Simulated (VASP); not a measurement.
Write the native input for VASP 6.6.1 that does the following.

- Task: single point
- Functional: PBE
- Potentials or basis: VASP PAW PBE potentials, release 64 (Tl_d, Cl)
- Cutoff: 500 eV
- k mesh: 8 × 8 × 8
- Occupations: fermi-dirac, width 0.02 eV
- Spin: no spin polarisation
- Dipole correction: no
- Further INCAR settings: ALGO = Normal; EDIFF = 1e-06; NBANDS = 17

The structure of TlCl lies in POSCAR:

```
TlCl
1.0
    3.8340000000      0.0000000000      0.0000000000
    0.0000000000      3.8340000000      0.0000000000
    0.0000000000      0.0000000000      3.8340000000
Tl Cl
1 1
Direct
    0.0000000000      0.0000000000      0.0000000000
    0.5000000000      0.5000000000      0.5000000000
```

The input as run:

INCAR

```
ALGO     = Normal         # electronic algorithm
EDIFF    = 1E-6           # SCF threshold, eV
ENCUT    = 500            # plane-wave cutoff, eV
GGA      = PE             # functional
GGA_COMPAT= F            
ISIF     = 2              # what is computed and relaxed
ISMEAR   = -1             # smearing method
LASPH    = T              # aspherical terms in the spheres
LCHARG   = T              # write CHGCAR
LELF     = T              # ELF
LREAL    = F              # projectors in reciprocal space
LVHAR    = T            
LWAVE    = F              # write WAVECAR
NBANDS   = 17             # bands
NELM     = 120            # most SCF steps
PREC     = Accurate       # precision mode
SIGMA    = 0.02           # smearing width, eV
```

KPOINTS

```
k-points
0
Gamma
  8 8 8
```

Potentials or basis: VASP PAW PBE potentials, release 64 (Tl_d, Cl).

Launch:

```sh
$ cat potpaw_PBE.64/Tl_d/POTCAR potpaw_PBE.64/Cl/POTCAR > POTCAR
$ mpirun -np 1 vasp_std > vasp.out
```

It gave:

```json
{"Pressure": "1.2 GPa", "Band gap on the k mesh": "2.08 eV, direct"}
```

Caveat: spin-orbit coupling is left out, which moves the levels of the heavy elements.

It used 29 s of CPU time on 1 thread of AMD EPYC 7R13 Processor (Zen 3), with other jobs on the host.
